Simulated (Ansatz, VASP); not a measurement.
# Two plane-wave programs on InB2As3

The input INCAR:

```
PREC = Accurate
ENCUT = 600
EDIFF = 1E-7
ISMEAR = 0
SIGMA = 0.1
LREAL = F
LASPH = T
NELM = 60
ALGO = Normal
ISIF = 3
LWAVE = F
LCHARG = F
GGA = PE
IBRION = 2
NSW = 90
EDIFFG = -0.04
```

File KPOINTS:

```
Automatic mesh
0
Gamma
  6 6 4
```

POSCAR

```
InB2As3
1.0
    1.8410992792     -6.6989335198      0.0000000000
    1.8410992792      6.6989335198      0.0000000000
    0.0000000000      0.0000000000      5.2110750090
In B As
1 2 3
Direct
    0.0000000000      0.0000000000      0.0000000000
    0.0815660224      0.9184339776      0.5000000000
    0.9184339776      0.0815660224      0.5000000000
    0.5000000000      0.5000000000      0.5000000000
    0.3082395397      0.6917604603      0.0000000000
    0.6917604603      0.3082395397      0.0000000000
```

Input for Ansatz:

```yaml
crystal:
  lattice:
    - [1.8410992792, -6.6989335198, 0.0]
    - [1.8410992792, 6.6989335198, 0.0]
    - [0.0, 0.0, 5.211075009]
  atoms:
    - { symbol: In, position: [0.0, 0.0, 0.0] }
    - { symbol: B, position: [0.0815660224, 0.9184339776, 0.5] }
    - { symbol: B, position: [0.9184339776, 0.0815660224, 0.5] }
    - { symbol: As, position: [0.5, 0.5, 0.5] }
    - { symbol: As, position: [0.3082395397, 0.6917604603, 0.0] }
    - { symbol: As, position: [0.6917604603, 0.3082395397, 0.0] }
basis:
  ecutwfc: 420
kpoints:
  mp_grid: { grid: [6, 6, 4] }
hamiltonian:
  xc: pbe
scf:
  occupations: { method: gaussian, width: 0.1 }
  lower_state_search: "off"
output:
  forces: true
  stress: true
  eigenvalues: true
relax:
  adjacent_minimum: "off"
  f_tol: 0.04
  max_steps: 70
  cell: { stress_tol: 0.4 }
```

Change from the starting cell: species swapped into the TlAg3Te2 type (Cmmm, No. 65).

Alike in both runs: task relaxation of cell and atoms; functional PBE; k mesh 6 × 6 × 4; occupations gaussian, width 0.1 eV; no spin polarisation.

|  | VASP | Ansatz |
| --- | --- | --- |
| version | VASP 6.6.1 | Ansatz 0.2.0 |
| potentials or method | VASP PAW PBE potentials, release 64 (In_d, B, As), cutoff 600 eV | scalar-relativistic, plane waves, PAW |
| valence electrons in the cell | 34 | 64 |

|  | VASP | Ansatz | Ansatz less VASP |
| --- | --- | --- | --- |
| gap on the k mesh at the Fermi level, each at its own relaxed structure (eV) | none | none | - |
| relaxed volume (Å³/atom) | 20.65 | 20.58 | -0.068 |
| relaxed length of the cell vector where the two differ most in proportion (Å) | 5.023 | 5.031 | +0.0075 |

A gap of «none» marks a metal or a gap that the smearing closes. VASP's potentials hold 34 valence electrons a cell and Ansatz's 64, so a difference there can come from the potentials and not from the codes.
